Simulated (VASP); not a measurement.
# Cs2YMnF6 (Fm-3m) in VASP: single point with LDA+U

Aim: the single point of Cs2YMnF6 with LDA+U.

All numbers are computed with VASP 6.6.1; they aren't measurements. Logs are shortened: lines on timing, memory, paths and dates and some standing lists are left out, and cuts for length are marked.

**1. The cell of the first run**

Symmetry: Fm-3m, No. 225, cubic system. Conventional cell: a = 8.911 Å, b = 8.911 Å, c = 8.911 Å, α = 90.00°, β = 90.00°, γ = 90.00°. Within 2.9 Å of F (site symmetry 4mm) lie 1 Y at 2.23 Å and 1 Mn at 2.23 Å. Y (site symmetry m-3m) has 6 F at 2.23 Å within 2.9 Å. Within 4.1 Å of Cs (site symmetry -43m) lie 12 F at 3.15 Å and 4 Y at 3.86 Å and 4 Mn at 3.86 Å. Mn (site symmetry m-3m) has 6 F at 2.23 Å within 2.9 Å.

**2. Single point, LDA+U**

File POSCAR:

```
Cs2YMnF6
1.0
    0.0000000000      4.4553720000      4.4553720000
    4.4553720000      0.0000000000      4.4553720000
    4.4553720000      4.4553720000      0.0000000000
F Y Cs Mn
6 1 2 1
Direct
    0.7500000000      0.2500000000      0.2500000000
    0.2500000000      0.7500000000      0.2500000000
    0.2500000000      0.7500000000      0.7500000000
    0.7500000000      0.2500000000      0.7500000000
    0.2500000000      0.2500000000      0.7500000000
    0.7500000000      0.7500000000      0.2500000000
    0.0000000000      0.0000000000      0.0000000000
    0.2500000000      0.2500000000      0.2500000000
    0.7500000000      0.7500000000      0.7500000000
    0.5000000000      0.5000000000      0.5000000000
```

File INCAR.step1:

```
  ALGO = Normal
  EDIFF = 1E-7
  ENCUT = 520
  ISIF = 2
  ISMEAR = 1
  LASPH = T
  LCHARG = T
  LDAU = T
  LDAUJ = 0 0 0 0
  LDAUL = -1 -1 -1 2
  LDAUPRINT = 1
  LDAUTYPE = 2
  LDAUU = 0 0 0 6.59
  LMAXMIX = 4
  LREAL = F
  LWAVE = F
  NBANDS = 53
  NELM = 150
  PREC = Accurate
  SIGMA = 0.017
```

File KPOINTS.step1:

```
k-points
0
Gamma
  5 5 5
```

File INCAR.step2:

```
  ALGO = Normal
  EDIFF = 1E-7
  ENCUT = 520
  ICHARG = 11
  ISIF = 2
  ISMEAR = -5
  LASPH = T
  LCHARG = F
  LDAU = T
  LDAUJ = 0 0 0 0
  LDAUL = -1 -1 -1 2
  LDAUPRINT = 1
  LDAUTYPE = 2
  LDAUU = 0 0 0 6.59
  LMAXMIX = 4
  LORBIT = 11
  LREAL = F
  LWAVE = F
  NBANDS = 53
  NEDOS = 2001
  NELM = 150
  PREC = Accurate
  SIGMA = 0.017
```

File KPOINTS.step2:

```
k-points
0
Gamma
  8 8 8
```

Potentials or basis: VASP PAW LDA potentials, release 64 (F, Y_sv, Cs_sv, Mn_pv).

Launch:

```console
cat potpaw_LDA.64/F/POTCAR potpaw_LDA.64/Y_sv/POTCAR potpaw_LDA.64/Cs_sv/POTCAR potpaw_LDA.64/Mn_pv/POTCAR > POTCAR
cp INCAR.step1 INCAR
cp KPOINTS.step1 KPOINTS
mpirun -np 1 vasp_std > vasp.out
cp INCAR.step2 INCAR
cp KPOINTS.step2 KPOINTS
mpirun -np 1 vasp_std > vasp.out
```

OUTCAR:

```text
EDIFF = 1E-7
   ENCUT = 520
   ICHARG = 11
   ISIF = 2
   ISMEAR = -5
   LASPH = T
   LORBIT = 11
   LREAL = F
   NELM = 150
   PREC = Accurate

 ion  position               nearest neighbor table
   1  0.750  0.250  0.250-   7 2.23  10 2.23
   2  0.250  0.750  0.250-   7 2.23  10 2.23
   3  0.250  0.750  0.750-   7 2.23  10 2.23
   4  0.750  0.250  0.750-   7 2.23  10 2.23
   5  0.250  0.250  0.750-   7 2.23  10 2.23
   6  0.750  0.750  0.250-   7 2.23  10 2.23
   7  0.000  0.000  0.000-   1 2.23   2 2.23   3 2.23   4 2.23   5 2.23   6 2.23
   8  0.250  0.250  0.250-
   9  0.750  0.750  0.750-
  10  0.500  0.500  0.500-   1 2.23   2 2.23   3 2.23   4 2.23   5 2.23   6 2.23

  LATTYP: Found a face centered cubic cell.
 ALAT       =     8.9107440000

  Lattice vectors:

 A1 = (   0.0000000000,   4.4553720000,   4.4553720000)
 A2 = (   4.4553720000,   0.0000000000,   4.4553720000)
 A3 = (   4.4553720000,   4.4553720000,   0.0000000000)

Analysis of symmetry for initial positions (statically):
=====================================================================
 Subroutine PRICEL returns:
 Original cell was already a primitive cell.

 Routine SETGRP: Setting up the symmetry group for a
 face centered cubic supercell.

 Subroutine GETGRP returns: Found 48 space group operations
 (whereof 48 operations were pure point group operations)
 out of a pool of 48 trial point group operations.

The static configuration has the point symmetry O_h .

Analysis of symmetry for dynamics (positions and initial velocities):
=====================================================================
 Subroutine PRICEL returns:
 Original cell was already a primitive cell.

 Routine SETGRP: Setting up the symmetry group for a
 face centered cubic supercell.

 Subroutine GETGRP returns: Found 48 space group operations
 (whereof 48 operations were pure point group operations)
 out of a pool of 48 trial point group operations.

The dynamic configuration has the point symmetry O_h .

 Subroutine INISYM returns: Found 48 space group operations
 (whereof 48 operations are pure point group operations),
 and found     1 'primitive' translations

----------------------------------------------------------------------------------------

                                     Primitive cell

  volume of cell :     176.8813

  direct lattice vectors                    reciprocal lattice vectors
     0.000000000  4.455372000  4.455372000    -0.112224075  0.112224075  0.112224075
     4.455372000  0.000000000  4.455372000     0.112224075 -0.112224075  0.112224075
     4.455372000  4.455372000  0.000000000     0.112224075  0.112224075 -0.112224075

  length of vectors
     6.300847508  6.300847508  6.300847508     0.194377799  0.194377799  0.194377799

  position of ions in fractional coordinates (direct lattice)
     0.750000000  0.250000000  0.250000000
     0.250000000  0.750000000  0.250000000
     0.250000000  0.750000000  0.750000000
     0.750000000  0.250000000  0.750000000
     0.250000000  0.250000000  0.750000000
     0.750000000  0.750000000  0.250000000
     0.000000000  0.000000000  0.000000000
     0.250000000  0.250000000  0.250000000
     0.750000000  0.750000000  0.750000000
     0.500000000  0.500000000  0.500000000

  ion indices of the primitive-cell ions
   primitive index   ion index
                 1           1
                 2           2
                 3           3
                 4           4
                 5           5
                 6           6
                 7           7
[... 87 lines left out ...]
   PSTRESS=    0.0 pullay stress
   NELECT =      84.0000    total number of electrons
   NUPDOWN=      -1.0000    fix difference up-down
   EMIN   =  10.00;   EMAX   =-10.00  energy-range for DOS
   EFERMI =   0.00;   METHOD = LEGACY
   ISMEAR =    -5;   SIGMA  =   0.02  broadening in eV -4-tet -1-fermi 0-gaus
   EFERMI_NEDOS =   21; number of points for ismear=-14 and -15
   IALGO  =     38    algorithm
   IMIX   =      4    mixing-type and parameters
     AMIX     =   0.40;   BMIX     =  1.00
     AMIX_MAG =   1.60;   BMIX_MAG =  1.00
  volume/ion in A,a.u.               =      17.69       119.37
  Fermi-wavevector in a.u.,A,eV,Ry     =   1.277244  2.413642 22.195903  1.631353
  Thomas-Fermi vector in A             =   2.409855
   LORBIT       =     11    0 simple, 1 ext, 2 COOP (PROOUT), +10 PAW based schemes
 LDA+U is selected, type is set to LDAUTYPE =  2
   angular momentum for each species LDAUL =    -1   -1   -1    2
   U (eV)           for each species LDAUU =   0.0  0.0  0.0  6.6
   J (eV)           for each species LDAUJ =   0.0  0.0  0.0  0.0
   GGA     = CA    functional components
   LHFCALC =     F    Hartree Fock is set to
   AEXX    =    0.0000 exact exchange contribution
   IVDW    =     0    specifies the selected vdW correction
   LEPSILON=     F    determine dielectric tensor
   LRPA    =     F    only Hartree local field effects (RPA)
 non-spin polarized calculation
 Fermi weights with tetrahedron method with Bloechl corrections
  energy-cutoff  :      520.00
  volume of cell :      176.88
 maximum number of plane-waves:      4801

atom =  10  type =  4  l = 2

 onsite density matrix

spin component  1

  0.8927  0.0000  0.0000  0.0000 -0.0000
  0.0000  0.8927  0.0000 -0.0000 -0.0000
  0.0000  0.0000  0.0298  0.0000  0.0000
  0.0000 -0.0000  0.0000  0.8927  0.0000
 -0.0000 -0.0000  0.0000  0.0000  0.0298

spin component  2

  0.8927  0.0000  0.0000  0.0000 -0.0000
  0.0000  0.8927  0.0000 -0.0000 -0.0000
  0.0000  0.0000  0.0298  0.0000  0.0000
  0.0000 -0.0000  0.0000  0.8927  0.0000
 -0.0000 -0.0000  0.0000  0.0000  0.0298

 occupancies and eigenvectors

  o =  0.0298  v =  0.0000 -0.0000 -1.0000 -0.0000  0.0000  0.0000  0.0000  0.0000  0.0000  0.0000      0.0000  0.0000  0.0000  0.0000  0.0000  0.0000  0.0000  0.0000  0.0000  0.0000
  o =  0.0298  v =  0.0000  0.0000  0.0000  0.0000  0.0000  0.0000 -0.0000 -1.0000 -0.0000  0.0000      0.0000  0.0000  0.0000  0.0000  0.0000  0.0000  0.0000  0.0000  0.0000  0.0000
  o =  0.0298  v =  0.0000 -0.0000  0.0000  0.0000  1.0000  0.0000  0.0000  0.0000  0.0000  0.0000      0.0000  0.0000  0.0000  0.0000  0.0000  0.0000  0.0000  0.0000  0.0000  0.0000
  o =  0.0298  v =  0.0000  0.0000  0.0000  0.0000  0.0000  0.0000 -0.0000  0.0000  0.0000  1.0000      0.0000  0.0000  0.0000  0.0000  0.0000  0.0000  0.0000  0.0000  0.0000  0.0000
  o =  0.8927  v =  0.0000  0.0000  0.0000  0.0000  0.0000  1.0000  0.0000  0.0000  0.0000  0.0000      0.0000  0.0000  0.0000  0.0000  0.0000  0.0000  0.0000  0.0000  0.0000  0.0000
  o =  0.8927  v =  1.0000  0.0000  0.0000  0.0000  0.0000  0.0000  0.0000  0.0000  0.0000  0.0000      0.0000  0.0000  0.0000  0.0000  0.0000  0.0000  0.0000  0.0000  0.0000  0.0000
  o =  0.8927  v =  0.0000 -0.6014 -0.0000  0.7990  0.0000  0.0000  0.0000  0.0000  0.0000  0.0000      0.0000  0.0000  0.0000  0.0000  0.0000  0.0000  0.0000  0.0000  0.0000  0.0000
  o =  0.8927  v =  0.0000  0.0000  0.0000  0.0000  0.0000  0.0000 -0.6014 -0.0000  0.7990  0.0000      0.0000  0.0000  0.0000  0.0000  0.0000  0.0000  0.0000  0.0000  0.0000  0.0000
  o =  0.8927  v =  0.0000  0.0000  0.0000  0.0000  0.0000  0.0000 -0.7990 -0.0000 -0.6014 -0.0000      0.0000  0.0000  0.0000  0.0000  0.0000  0.0000  0.0000  0.0000  0.0000  0.0000
  o =  0.8927  v =  0.0000 -0.7990 -0.0000 -0.6014 -0.0000  0.0000  0.0000  0.0000  0.0000  0.0000      0.0000  0.0000  0.0000  0.0000  0.0000  0.0000  0.0000  0.0000  0.0000  0.0000

 number of electron      84.0000018 magnetization

 Free energy of the ion-electron system (eV)
  ---------------------------------------------------
  ext. energy  EPLUGINS =         0.00000000
  ---------------------------------------------------
  free energy    TOTEN  =       -56.62507252 eV

  energy without entropy =      -56.62507252  energy(sigma->0) =      -56.62507252

 E-fermi :   3.4878     XC(G=0): -10.0140

 val. band max:        3.4816207089   @ k =   0.5000   0.5000   0.0000
 cond. band min:       4.8201261364   @ k =   0.0000   0.0000   0.0000
 fundamental gap:      1.3385054274
 Fermi energy:         3.4878109861

 k-point     1 :       0.0000    0.0000    0.0000
  band No.  band energies     occupation
      1     -40.9746      2.00000
      2     -40.9746      2.00000
      3     -40.9745      2.00000
      4     -40.1371      2.00000
      5     -21.7186      2.00000
      6     -21.7186      2.00000
[... 1333 lines left out ...]
     52       8.5900      0.00000
     53       8.6579      0.00000

 [... further k-points ...]

------------------------ aborting loop because EDIFF is reached ----------------------------------------

  FORCE on cell =-STRESS in cart. coord.  units (eV):
  Direction    XX          YY          ZZ          XY          YZ          ZX
  --------------------------------------------------------------------------------------
  -------------------------------------------------------------------------------------
  Total       -7.4162996     -7.4162996     -7.4162996      0.0000000      0.0000000      0.0000000
  in kB      -67.1762785    -67.1762785    -67.1762785      0.0000000      0.0000000      0.0000000
  external PRESSURE =     -67.1762785 kB  Pullay stress =       0.0000000 kB

 VOLUME and BASIS-vectors are now :
 -----------------------------------------------------------------------------
  energy-cutoff  :      520.00
  volume of cell :      176.88
      direct lattice vectors                 reciprocal lattice vectors
     0.000000000  4.455372000  4.455372000    -0.112224075  0.112224075  0.112224075
     4.455372000  0.000000000  4.455372000     0.112224075 -0.112224075  0.112224075
     4.455372000  4.455372000  0.000000000     0.112224075  0.112224075 -0.112224075

 POSITION                                       TOTAL-FORCE (eV/Angst)
 -----------------------------------------------------------------------------------
      2.22769      4.45537      4.45537        -0.598864     -0.000000     -0.000000
      4.45537      2.22769      4.45537         0.000000     -0.598864     -0.000000
      6.68306      4.45537      4.45537         0.598864     -0.000000     -0.000000
      4.45537      6.68306      4.45537         0.000000      0.598864     -0.000000
      4.45537      4.45537      2.22769         0.000000     -0.000000     -0.598864
      4.45537      4.45537      6.68306         0.000000     -0.000000      0.598864
      0.00000      0.00000      0.00000         0.000000     -0.000000     -0.000000
      2.22769      2.22769      2.22769        -0.000000     -0.000000     -0.000000
      6.68306      6.68306      6.68306         0.000000      0.000000     -0.000000
      4.45537      4.45537      4.45537         0.000000     -0.000000     -0.000000
 -----------------------------------------------------------------------------------
    total drift:                                0.000000     -0.000000     -0.000000

  FREE ENERGIE OF THE ION-ELECTRON SYSTEM (eV)
  ---------------------------------------------------
  free  energy   TOTEN  =       -56.6250725243 eV

  energy  without entropy=      -56.6250725243  energy(sigma->0) =      -56.62507252

 total charge

# of ion       s       p       d       f       tot
--------------------------------------------------
    1        1.723   4.330   0.000   0.000   6.053
    2        1.723   4.330   0.000   0.000   6.053
    3        1.723   4.330   0.000   0.000   6.053
    4        1.723   4.330   0.000   0.000   6.053
    5        1.723   4.330   0.000   0.000   6.053
    6        1.723   4.330   0.000   0.000   6.053
    7        2.158   6.438   0.915   0.157   9.668
    8        1.827   4.688   0.037   0.000   6.551
    9        1.827   4.688   0.037   0.000   6.551
   10        0.104   6.076   5.447   0.000  11.627
--------------------------------------------------
tot         16.256  47.867   6.436   0.157  70.715
```

Wall time 7.6 min (1 thread of Oxide Virtual Turin-like, shared host); peak memory 0.38 GiB.

What came out:

```
Valence electrons inside the program's atomic spheres : F 6.05; Y 9.67; Cs 6.55; Mn 11.63
```

Eigenvalues of the final occupation matrices:
| site | spin | trace | eigenvalues |
| --- | --- | --- | --- |
| site 10 d | 1 | 2.74 | 0.03 0.03 0.89 0.89 0.89 |
| site 10 d | 2 | 2.74 | 0.03 0.03 0.89 0.89 0.89 |

Caveat: spin-orbit coupling is left out, which moves the levels of the heavy elements.
